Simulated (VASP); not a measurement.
A run of VASP 6.6.1 is set up as follows.

The input INCAR:

```
  PREC = Accurate
  ENCUT = 520
  EDIFF = 1E-6
  ISMEAR = 1
  SIGMA = 0.03
  LREAL = False
  LASPH = True
  NELM = 80
  ALGO = Normal
  ISIF = 2
  LWAVE = False
  LCHARG = False
  GGA = CA
  NBANDS = 16
```

Contents of KPOINTS:

```
Automatic mesh
0
Gamma
  9 9 6
```

File POSCAR:

```
Se
1.0
    3.9534579885      0.0000000000      0.0000000000
   -1.9767289943      3.4237950508      0.0000000000
    0.0000000000      0.0000000000      5.1205317866
Se
3
Direct
    0.2543546533      1.0000000000      0.3333333333
    1.0000000000      0.2543546533      0.6666666667
    0.7456453467      0.7456453467      1.0000000000
```

Potentials or basis: VASP PAW LDA potentials, release 64 (Se).

Command:

```console
$ cat potpaw_LDA.64/Se/POTCAR > POTCAR
$ mpirun -np 1 vasp_std > vasp.out
```

Problem. Estimate the band gap on the k mesh.

Solution. 0.28 eV, direct.

Problem. What does it give for the largest force?

Solution. 0.052 eV/Å.

Problem. Predict the pressure.

Solution. 0.2 GPa.

Stress tensor (GPa, compression positive):
```
0.14 0.00 0.00
0.00 0.14 0.00
0.00 0.00 0.27
```

A k mesh can miss the band edges.
